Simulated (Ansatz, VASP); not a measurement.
# GaC3 in VASP and in Ansatz

The input INCAR:

```
ALGO = Normal
EDIFF = 1E-6
ENCUT = 520
GGA = PS
ISIF = 2
ISMEAR = -1
LASPH = True
LCHARG = False
LREAL = False
LWAVE = False
NBANDS = 20
NELM = 80
PREC = Accurate
SIGMA = 0.05
```

Contents of KPOINTS:

```
k-points
0
Gamma
  7 7 7
```

POSCAR

```
GaC3
1.0
    3.2966725100      0.0000000000      0.0000000000
    0.0000000000      3.2966725100      0.0000000000
    0.0000000000      0.0000000000      3.2966725100
Ga C
1 3
Direct
    0.0000000000      0.0000000000      0.0000000000
    0.0000000000      0.5000000000      0.5000000000
    0.5000000000      0.0000000000      0.5000000000
    0.5000000000      0.5000000000      0.0000000000
```

Input for Ansatz:

```yaml
crystal:
  lattice:
    - [3.296672510034597, 0.0, 0.0]
    - [0.0, 3.296672510034597, 0.0]
    - [0.0, 0.0, 3.296672510034597]
  atoms:
    - { symbol: Ga, position: [0.0, 0.0, 0.0] }
    - { symbol: C, position: [0.0, 0.5, 0.5] }
    - { symbol: C, position: [0.5, 0.0, 0.5] }
    - { symbol: C, position: [0.5, 0.5, 0.0] }
basis:
  ecutwfc: 470.0
kpoints:
  mp_grid:
    grid: [7, 7, 7]
hamiltonian:
  xc: pbesol
  pseudopotentials:
    kind: paw
scf:
  occupations:
    method: fermi_dirac
    width: 0.05
output:
  stress: true
```

Alike in both runs: task single point; functional PBEsol; k mesh 7 × 7 × 7; occupations fermi-dirac, width 0.05 eV; no spin polarisation.

|  | VASP | Ansatz |
| --- | --- | --- |
| version | VASP 6.6.1 | Ansatz 0.2.0 |
| potentials or method | VASP PAW PBE potentials, release 64 (Ga_d, C), cutoff 520 eV | plane waves, PAW |
| valence electrons in the cell | 25 | 25 |

```csv
,VASP,Ansatz,Ansatz less VASP
pressure (GPa),-0.8,-1.1,-0.34
```

VASP's potentials were made for PBE, not for PBEsol. With one functional, cell and mesh, what is left measures potentials, basis and numerics.
